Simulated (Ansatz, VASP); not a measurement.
## One calculation of Au, two programs

File INCAR:

```
SYSTEM = Au
PREC = Accurate
ENCUT = 520
EDIFF = 1E-7
ISMEAR = 0
SIGMA = 0.15
LREAL = .FALSE.
LASPH = .TRUE.
NELM = 80
ALGO = Fast
ISIF = 2
LWAVE = .FALSE.
LCHARG = .TRUE.
GGA = PS
LELF = .TRUE.
LVHAR = .TRUE.
NBANDS = 18
```

KPOINTS

```
regular mesh
0
G
  18 18 10
  0 0 0
```

File POSCAR:

```
Au
1.0
    2.9434983866      0.0000000000      0.0000000000
   -1.4717491933      2.5491443788      0.0000000000
    0.0000000000      0.0000000000      4.8068000000
Au
2
Direct
    0.3333333333      0.6666666667      0.7500000000
    0.6666666667      0.3333333333      0.2500000000
```

Input for Ansatz:

```yaml
crystal:
  lattice:
    - [2.9434983866, 0.0, 0.0]
    - [-1.4717491933, 2.5491443788, 0.0]
    - [0.0, 0.0, 4.8068]
  atoms:
    - { symbol: Au, position: [0.3333333333, 0.6666666667, 0.75] }
    - { symbol: Au, position: [0.6666666667, 0.3333333333, 0.25] }
basis:
  ecutwfc: 420
kpoints:
  mp_grid: { grid: [18, 18, 10] }
hamiltonian:
  xc: pbesol
scf:
  occupations: { method: gaussian, width: 0.15 }
output:
  forces: true
  stress: true
  eigenvalues: true
```

Change from the starting cell: strain +0.015 along x and y, -0.015 along z, atoms carried along.

Alike in both runs: task single point; functional PBEsol; k mesh 18 × 18 × 10; occupations gaussian, width 0.15 eV; no spin polarisation.

|  | VASP | Ansatz |
| --- | --- | --- |
| version | VASP 6.6.1 | Ansatz 0.2.0 |
| potentials or method | VASP PAW PBE potentials, release 64 (Au), cutoff 520 eV | scalar-relativistic, plane waves, PAW |
| valence electrons in the cell | 22 | 38 |

```csv
,VASP,Ansatz,Ansatz less VASP
gap on the k mesh at the Fermi level (eV),none,none,-
pressure (GPa),-8.5,-8.3,+0.22
"traceless stress, the component that is largest in VASP (GPa)",1.11,1.13,+0.016
```

VASP's potentials were made for PBE, not for PBEsol. A gap of «none» marks a metal or a gap that the smearing closes. VASP's potentials hold 22 valence electrons a cell and Ansatz's 38, so a difference there can come from the potentials and not from the codes.

Neither program's run includes spin-orbit coupling.
